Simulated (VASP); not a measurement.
Set up this calculation in VASP 6.6.1, as the native input.

| Property | Result |
| --- | --- |
| Task | single point |
| Functional | PBE |
| Potentials or basis | VASP PAW PBE potentials, release 64 (Ag) |
| Cutoff | 520 eV |
| k mesh | 14 × 14 × 1 |
| Occupations | fermi-dirac, width 0.05 eV |
| Spin | no spin polarisation |
| Dipole correction | yes |
| Further INCAR settings | ALGO = Normal; EDIFF = 1e-06; NBANDS = 30 |

The structure of Ag lies in POSCAR:

```
Ag
1.0
    2.9322829450      0.0000000000      0.0000000000
   -1.4661414725      2.5394315215      0.0000000000
    0.0000000000      0.0000000000     23.1826000000
Ag
4
Direct
    0.0000000000      0.0000000000      0.3462808475
    0.3333333333      0.6666666667      0.4490450075
    0.6666666667      0.3333333333      0.5509549916
    0.0000000000      0.0000000000      0.6537191526
```

The input as run:

INCAR

```
SYSTEM = Ag
PREC = Accurate
ENCUT = 520
EDIFF = 1E-6
ISMEAR = -1
SIGMA = 0.05
LREAL = .False.
LASPH = .True.
NELM = 80
ALGO = Normal
ISIF = 2
LWAVE = .False.
LCHARG = .False.
LDIPOL = .True.
IDIPOL = 3
DIPOL = 0.5 0.5 0.500
GGA = PE
NBANDS = 30
```

KPOINTS

```
Automatic mesh
0
Gamma
  14 14 1
  0 0 0
```

Potentials or basis: VASP PAW PBE potentials, release 64 (Ag).

Run with:

```sh
$ cat potpaw_PBE.64/Ag/POTCAR > POTCAR
$ mpirun -np 1 vasp_std > vasp.out
```

It gave:

The largest force is 0.012 eV/Å. The band gap on the k mesh is zero (band 22 reaches 3.54 eV, above the bottom of band 23 at -2.35 eV).

It took 2.4 min on 1 thread of Intel(R) Xeon(R) Platinum 8259CL CPU @ 2.50GHz (Skylake/Cascade Lake), on a shared host, peak memory 0.34 GiB.
